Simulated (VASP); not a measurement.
Here is a VASP 6.6.1 calculation.

The input INCAR:

```
  ALGO = Normal
  EDIFF = 1E-7
  ENCUT = 520
  GGA = PE
  ISIF = 2
  ISMEAR = 0
  LASPH = True
  LCHARG = True
  LELF = True
  LREAL = False
  LVHAR = True
  LWAVE = False
  NBANDS = 73
  NELM = 60
  PREC = Accurate
  SIGMA = 0.1
```

File KPOINTS:

```
k-points
0
Gamma
  6 6 6
```

File POSCAR:

```
Ge
1.0
    4.0587905273      2.3433438035      3.7262734132
   -4.0587905273      2.3433438035      3.7262734132
    0.0000000000     -4.6866876070      3.7262734132
Ge
9
Direct
    0.7427343355      0.7989894291      0.4377633684
    0.4377633684      0.7427343355      0.7989894291
    0.7989894291      0.4377633684      0.7427343355
    0.5622366316      0.2010105709      0.2572656645
    0.2010105709      0.2572656645      0.5622366316
    0.2572656645      0.5622366316      0.2010105709
    0.1553372111      0.8446627889      0.5000000000
    0.5000000000      0.1553372111      0.8446627889
    0.8446627889      0.5000000000      0.1553372111
```

Potentials or basis: VASP PAW PBE potentials, release 64 (Ge_d).

Launch:

```console
$ cat potpaw_PBE.64/Ge_d/POTCAR > POTCAR
$ mpirun -np 1 vasp_std > vasp.out
```

Question: Estimate the largest force.

Answer: 0.010 eV/Å.

Question: What does it give for the pressure?

Answer: 0.0 GPa.

Question: What does it give for the band gap on the k mesh?

Answer: Zero (bands 63 and 64 overlap by 1.46 eV).

Forces in eV/Å, atoms in the order of the input:
```
Ge   0.001  0.003 -0.001
Ge  -0.003  0.000 -0.001
Ge   0.002 -0.002 -0.001
Ge   0.002  0.002  0.001
Ge   0.001 -0.003  0.001
Ge  -0.003  0.000  0.001
Ge  -0.010  0.000  0.000
Ge   0.005 -0.009  0.000
Ge   0.005  0.009  0.000
```
